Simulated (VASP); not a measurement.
Wanted: the native input for a VASP 6.6.1 run.

```yaml
Task: single point
Functional: PBE
Potentials_or_basis: VASP PAW PBE potentials, release 64 (C)
Cutoff: 520 eV
k_mesh: 12 × 12 × 10
Occupations: gaussian, width 0.05 eV
Spin: no spin polarisation
Dipole_correction: no
Further_INCAR_settings: ALGO = Normal; EDIFF = 1e-06; NBANDS = 16; ISYM = 0
```

The structure of C lies in POSCAR:

```
C
1.0
    0.0000000000     -1.7857375322     -1.7857375322
   -1.7857375322      0.0000000000     -1.7857375322
    1.7857375322      1.7857375322     -3.5714750644
C
4
Direct
    0.6951321335      0.7774339175      0.7500000315
    0.3048678665      0.2225660825      0.2499999685
    0.3201321335      0.4024339175      0.8750000315
    0.9298678665      0.8475660825      0.3749999685
```

This cell differs from its parent crystal: atoms displaced along a vibrational mode.

These files were run (other wordings do the same):

INCAR

```
SYSTEM = C
ALGO     = Normal         ! electronic algorithm
EDIFF    = 1E-6           ! SCF threshold, eV
ENCUT    = 520            ! plane-wave cutoff, eV
GGA      = PE             ! functional
ISIF     = 2              ! what is computed and relaxed
ISMEAR   = 0              ! smearing method
ISYM     = 0            
LASPH    = .TRUE.         ! aspherical terms in the spheres
LCHARG   = .TRUE.         ! write CHGCAR
LELF     = .TRUE.         ! ELF
LREAL    = .FALSE.        ! projectors in reciprocal space
LVHAR    = .TRUE.       
LWAVE    = .FALSE.        ! write WAVECAR
NBANDS   = 16             ! bands
NELM     = 60             ! most SCF steps
PREC     = Accurate       ! precision mode
SIGMA    = 0.05           ! smearing width, eV
```

KPOINTS

```
k-points
0
G
  12 12 10
  0 0 0
```

Potentials or basis: VASP PAW PBE potentials, release 64 (C).

Run with:

```bash
$ cat potpaw_PBE.64/C/POTCAR > POTCAR
$ mpirun -np 1 vasp_std > vasp.out
```

Results of the run:

```
Pressure               : 0.2 GPa
Largest force          : 1.632 eV/Å
Band gap on the k mesh : 3.66 eV (least direct gap 5.29 eV)
```

Caveat: the cell differs from its parent crystal (atoms displaced along a vibrational mode); forces of over 1 eV/Å act on the atoms, so gaps and moduli don't describe the material at rest.

Run time: 90 s on 1 thread of AMD EPYC 9R45 96-Core Processor (Zen 5), on a shared host, peak memory 0.25 GiB.
